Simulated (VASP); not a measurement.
# InSe (P6_3/mmc) in VASP: electric field gradients with PBE

Aim: the electric field gradients of InSe with PBE.

Program: VASP 6.6.1. These are calculated values, not measurements. Logs are shortened: lines on timing, memory, paths and dates and some standing lists are left out, and cuts for length are marked.

## 1. The cell of the first run

The structure is hexagonal, space group P6_3/mmc (No. 194). Conventional cell: a = 4.042 Å, b = 4.042 Å, c = 17.428 Å, α = 90.00°, β = 90.00°, γ = 120.00°. In (site symmetry 3m) has 3 Se at 2.65 Å and 1 In at 2.80 Å within 3.5 Å. Within 3.5 Å of Se (site symmetry 3m) lie 3 In at 2.65 Å.

## 2. Electric field gradients, PBE

File INCAR:

```
  PREC = Accurate
  ENCUT = 520
  EDIFF = 1E-8
  ISMEAR = -1
  SIGMA = 0.05
  LREAL = False
  LASPH = True
  NELM = 100
  ALGO = Normal
  ISIF = 2
  LWAVE = False
  LCHARG = False
  GGA = PE
  LEFG = True
  NBANDS = 48
```

File KPOINTS:

```
regular mesh
0
Gamma
  9 9 2
```

File POSCAR:

```
InSe
1.0
    4.0417341675      0.0000000000      0.0000000000
   -2.0208670837      3.5002444644      0.0000000000
    0.0000000000      0.0000000000     17.4284434000
In Se
4 4
Direct
    0.3333333333      0.6666666667      0.3303039600
    0.6666666667      0.3333333333      0.8303039600
    0.6666666667      0.3333333333      0.6696960400
    0.3333333333      0.6666666667      0.1696960400
    0.3333333333      0.6666666667      0.5973247600
    0.6666666667      0.3333333333      0.0973247600
    0.6666666667      0.3333333333      0.4026752400
    0.3333333333      0.6666666667      0.9026752400
```

Potentials or basis: VASP PAW PBE potentials, release 64 (In_d, Se).

Launch:

```bash
cat potpaw_PBE.64/In_d/POTCAR potpaw_PBE.64/Se/POTCAR > POTCAR
mpirun -np 1 vasp_std > vasp.out
```

OUTCAR:

```text
PREC = Accurate
   ENCUT = 520
   EDIFF = 1E-8
   ISMEAR = -1
   LREAL = False
   LASPH = True
   NELM = 100
   ISIF = 2
   GGA = PE

 ion  position               nearest neighbor table
   1  0.333  0.667  0.330-   7 2.65   7 2.65   7 2.65   4 2.80
   2  0.667  0.333  0.830-   8 2.65   8 2.65   8 2.65   3 2.80
   3  0.667  0.333  0.670-   5 2.65   5 2.65   5 2.65   2 2.80
   4  0.333  0.667  0.170-   6 2.65   6 2.65   6 2.65   1 2.80
   5  0.333  0.667  0.597-   3 2.65   3 2.65   3 2.65
   6  0.667  0.333  0.097-   4 2.65   4 2.65   4 2.65
   7  0.667  0.333  0.403-   1 2.65   1 2.65   1 2.65
   8  0.333  0.667  0.903-   2 2.65   2 2.65   2 2.65

  LATTYP: Found a hexagonal cell.
 ALAT       =     4.0417341675
 C/A-ratio  =     4.3121201637

  Lattice vectors:

 A1 = (   4.0417341675,   0.0000000000,   0.0000000000)
 A2 = (  -2.0208670837,   3.5002444644,   0.0000000000)
 A3 = (   0.0000000000,   0.0000000000,  17.4284434000)

Analysis of symmetry for initial positions (statically):
=====================================================================
 Subroutine PRICEL returns:
 Original cell was already a primitive cell.

 Routine SETGRP: Setting up the symmetry group for a
 hexagonal supercell.

 Subroutine GETGRP returns: Found 24 space group operations
 (whereof 12 operations were pure point group operations)
 out of a pool of 24 trial point group operations.

The static configuration has the point symmetry D_3d.
 The point group associated with its full space group is D_6h.

Analysis of symmetry for dynamics (positions and initial velocities):
=====================================================================
 Subroutine PRICEL returns:
 Original cell was already a primitive cell.

 Routine SETGRP: Setting up the symmetry group for a
 hexagonal supercell.

 Subroutine GETGRP returns: Found 24 space group operations
 (whereof 12 operations were pure point group operations)
 out of a pool of 24 trial point group operations.

The dynamic configuration has the point symmetry D_3d.
 The point group associated with its full space group is D_6h.

 Subroutine INISYM returns: Found 24 space group operations
 (whereof 12 operations are pure point group operations),
 and found     1 'primitive' translations

----------------------------------------------------------------------------------------

                                     Primitive cell

  volume of cell :     246.5612

  direct lattice vectors                    reciprocal lattice vectors
     4.041734167  0.000000000  0.000000000     0.247418548  0.142847165  0.000000000
    -2.020867084  3.500244464  0.000000000     0.000000000  0.285694331  0.000000000
     0.000000000  0.000000000 17.428443400     0.000000000  0.000000000  0.057377471

  length of vectors
     4.041734167  4.041734167 17.428443400     0.285694331  0.285694331  0.057377471

  position of ions in fractional coordinates (direct lattice)
     0.333333333  0.666666667  0.330303960
     0.666666667  0.333333333  0.830303960
     0.666666667  0.333333333  0.669696040
     0.333333333  0.666666667  0.169696040
     0.333333333  0.666666667  0.597324760
     0.666666667  0.333333333  0.097324760
     0.666666667  0.333333333  0.402675240
     0.333333333  0.666666667  0.902675240

  ion indices of the primitive-cell ions
   primitive index   ion index
                 1           1
                 2           2
                 3           3
                 4           4
                 5           5
                 6           6
                 7           7
                 8           8

[... 66 lines left out ...]
   LSORBIT =      F    spin-orbit coupling
   LASPH  =      T    aspherical Exc in radial PAW
   ENCUT  =  520.0 eV  38.22 Ry    6.18 a.u.   7.51  7.51 32.41*2*pi/ulx,y,z
   NELM   =    100;   NELMIN=  2; NELMDL= -5     # of ELM steps
   EDIFF  = 0.1E-07   stopping-criterion for ELM
   LREAL  =      F    real-space projection
   EDIFFG = 0.1E-06   stopping-criterion for IOM
   NSW    =      0    number of steps for IOM
   IBRION =     -1    ionic relax: 0-MD 1-quasi-New 2-CG
   NFREE  =      0    steps in history (QN), initial steepest desc. (CG)
   ISIF   =      2    stress and relaxation
   ISYM   =      2    0-nonsym 1-usesym 2-fastsym
   POTIM  = 0.5000    time-step for ionic-motion
   TEBEG  =    0.0;   TEEND  =   0.0 temperature during run
   PSTRESS=    0.0 pullay stress
   NELECT =      76.0000    total number of electrons
   NUPDOWN=      -1.0000    fix difference up-down
   EMIN   =  10.00;   EMAX   =-10.00  energy-range for DOS
   EFERMI =   0.00;   METHOD = LEGACY
   ISMEAR =    -1;   SIGMA  =   0.05  broadening in eV -4-tet -1-fermi 0-gaus
   EFERMI_NEDOS =   21; number of points for ismear=-14 and -15
   IALGO  =     38    algorithm
   IMIX   =      4    mixing-type and parameters
     AMIX     =   0.40;   BMIX     =  1.00
     AMIX_MAG =   1.60;   BMIX_MAG =  1.00
  volume/ion in A,a.u.               =      30.82       207.98
  Fermi-wavevector in a.u.,A,eV,Ry     =   1.105871  2.089793 16.639253  1.222951
  Thomas-Fermi vector in A             =   2.242364
   LORBIT       =      0    0 simple, 1 ext, 2 COOP (PROOUT), +10 PAW based schemes
   GGA     = PE    functional components
[... 5 lines left out ...]
 non-spin polarized calculation
  energy-cutoff  :      520.00
  volume of cell :      246.56
 maximum number of plane-waves:      6688
 NGX is ok and might be reduce to    30
   NGX = 15   NGY = 15   NGZ = 65

 number of electron      75.9999983 magnetization

 Free energy of the ion-electron system (eV)
  ---------------------------------------------------
  ext. energy  EPLUGINS =         0.00000000
  ---------------------------------------------------
  free energy    TOTEN  =       -28.38946523 eV

  energy without entropy =      -28.38939606  energy(sigma->0) =      -28.38943065

 E-fermi :   3.7773     XC(G=0):  -8.6212

 val. band max:        3.4952981713   @ k =   0.0000   0.0000   0.0000
 cond. band min:       4.0159020578   @ k =   0.0000   0.0000   0.0000
 fundamental gap:      0.5206038865
 Fermi energy:         3.7772865499

 k-point     1 :       0.0000    0.0000    0.0000
  band No.  band energies     occupation
      1     -11.1656      2.00000
      2     -11.1654      2.00000
      3     -10.9830      2.00000
      4     -10.9830      2.00000
      5     -10.9828      2.00000
      6     -10.9828      2.00000
[... 1213 lines left out ...]
     47       9.2322      0.00000
     48       9.2322      0.00000

------------------------ aborting loop because EDIFF is reached ----------------------------------------

  FORCE on cell =-STRESS in cart. coord.  units (eV):
  Direction    XX          YY          ZZ          XY          YZ          ZX
  --------------------------------------------------------------------------------------
  -------------------------------------------------------------------------------------
  Total        2.5941867      2.5941867      2.3879434      0.0000000      0.0000000      0.0000000
  in kB       16.8572637     16.8572637     15.5170759      0.0000000      0.0000000      0.0000000
  external PRESSURE =      16.4105344 kB  Pullay stress =       0.0000000 kB

 VOLUME and BASIS-vectors are now :
 -----------------------------------------------------------------------------
  energy-cutoff  :      520.00
  volume of cell :      246.56
      direct lattice vectors                 reciprocal lattice vectors
     4.041734167  0.000000000  0.000000000     0.247418548  0.142847165  0.000000000
    -2.020867084  3.500244464  0.000000000     0.000000000  0.285694331  0.000000000
     0.000000000  0.000000000 17.428443400     0.000000000  0.000000000  0.057377471

 POSITION                                       TOTAL-FORCE (eV/Angst)
 -----------------------------------------------------------------------------------
     -0.00000      2.33350      5.75668         0.000000     -0.000000     -0.132652
      2.02087      1.16675     14.47091         0.000000      0.000000     -0.132652
      2.02087      1.16675     11.67176         0.000000      0.000000      0.132652
     -0.00000      2.33350      2.95754        -0.000000     -0.000000      0.132652
     -0.00000      2.33350     10.41044        -0.000000      0.000000     -0.213265
      2.02087      1.16675      1.69622        -0.000000     -0.000000     -0.213265
      2.02087      1.16675      7.01800         0.000000     -0.000000      0.213265
     -0.00000      2.33350     15.73222        -0.000000      0.000000      0.213265
 -----------------------------------------------------------------------------------
    total drift:                               -0.000000      0.000000      0.000000

  FREE ENERGIE OF THE ION-ELECTRON SYSTEM (eV)
  ---------------------------------------------------
  free  energy   TOTEN  =       -28.3894652299 eV

  energy  without entropy=      -28.3893960624  energy(sigma->0) =      -28.38943065

 Electric field gradients (V/A^2)
---------------------------------------------------------------------
 ion       V_xx      V_yy      V_zz      V_xy      V_xz      V_yz
---------------------------------------------------------------------
   1      53.128    53.128  -106.257     0.000     0.000    -0.000
   2      53.128    53.128  -106.257     0.000    -0.000     0.000
   3      53.128    53.128  -106.257     0.000     0.000    -0.000
   4      53.128    53.128  -106.257     0.000    -0.000     0.000
   5      38.556    38.556   -77.112     0.000     0.000    -0.000
   6      38.556    38.556   -77.112     0.000    -0.000     0.000
   7      38.556    38.556   -77.112     0.000     0.000    -0.000
   8      38.556    38.556   -77.112     0.000    -0.000     0.000
---------------------------------------------------------------------

 Electric field gradients after diagonalization (V/A^2)
 (convention: |V_zz| > |V_xx| > |V_yy|)
----------------------------------------------------------------------
 ion       V_xx      V_yy      V_zz     asymmetry (V_yy - V_xx)/ V_zz
----------------------------------------------------------------------
   1      53.129    53.128  -106.257       0.000
   2      53.129    53.128  -106.257       0.000
   3      53.129    53.128  -106.257       0.000
   4      53.129    53.128  -106.257       0.000
   5      38.556    38.556   -77.112       0.000
   6      38.556    38.556   -77.112       0.000
   7      38.556    38.556   -77.112       0.000
   8      38.556    38.556   -77.112       0.000
----------------------------------------------------------------------

           NMR quadrupolar parameters

 Cq : quadrupolar parameter    Cq=e*Q*V_zz/h
 eta: asymmetry parameters     (V_yy - V_xx)/ V_zz
 Q  : nuclear electric quadrupole moment in mb (millibarn)
----------------------------------------------------------------------
 ion       Cq(MHz)       eta       Q (mb)
----------------------------------------------------------------------
   1      -0.257       0.000       1.000
   2      -0.257       0.000       1.000
   3      -0.257       0.000       1.000
   4      -0.257       0.000       1.000
   5      -0.186       0.000       1.000
   6      -0.186       0.000       1.000
   7      -0.186       0.000       1.000
   8      -0.186       0.000       1.000
----------------------------------------------------------------------
```

Run time: 7.5 min. Hardware: 1 thread of Intel Xeon 8259CL, shared host; peak memory 0.48 GiB.

What came out:

```
Free energy                             : -28.3895 eV
Pressure                                : 1.6 GPa
Largest force                           : 0.213 eV/Å
Band gap on the k mesh                  : 0.52 eV
Largest electric field gradient by atom : In -106.3; Se -77.1 V/Å²
```

Forces on the atoms (eV/Å):
```
In   0.000  0.000 -0.133
In   0.000  0.000 -0.133
In   0.000  0.000  0.133
In   0.000  0.000  0.133
Se   0.000  0.000 -0.213
Se   0.000  0.000 -0.213
Se   0.000  0.000  0.213
Se   0.000  0.000  0.213
```

Levels at points of the mesh, in eV from the valence-band top:
```csv
k point,band 34,band 35,band 36,band 37,band 38,band 39,band 40,band 41,band 42,band 43
"(0.00, 0.00, 0.00)",-1.14,-1.14,-1.06,-1.06,0.00,0.52,1.54,2.14,2.15,4.32
"(0.00, 0.00, 0.50)",-1.09,-1.09,-1.09,-0.72,-0.72,1.16,1.16,2.15,2.15,4.36
```

Electric field gradients, principal values (V/Å²):
```
atom   least  middle  greatest (by size)
1 In  53.128  53.129            -106.257
2 In  53.128  53.129            -106.257
3 In  53.128  53.129            -106.257
4 In  53.128  53.129            -106.257
5 Se  38.556  38.556             -77.112
6 Se  38.556  38.556             -77.112
7 Se  38.556  38.556             -77.112
8 Se  38.556  38.556             -77.112
```

Caveat: without QUAD_EFG the Cq values of the log hold for a quadrupole moment of 1 mb, not for the nuclei; spin-orbit coupling is left out, which moves the levels of the heavy elements; this functional lacks dispersion, which binds the layers, so the pressure and a relaxed spacing across them are unreliable.
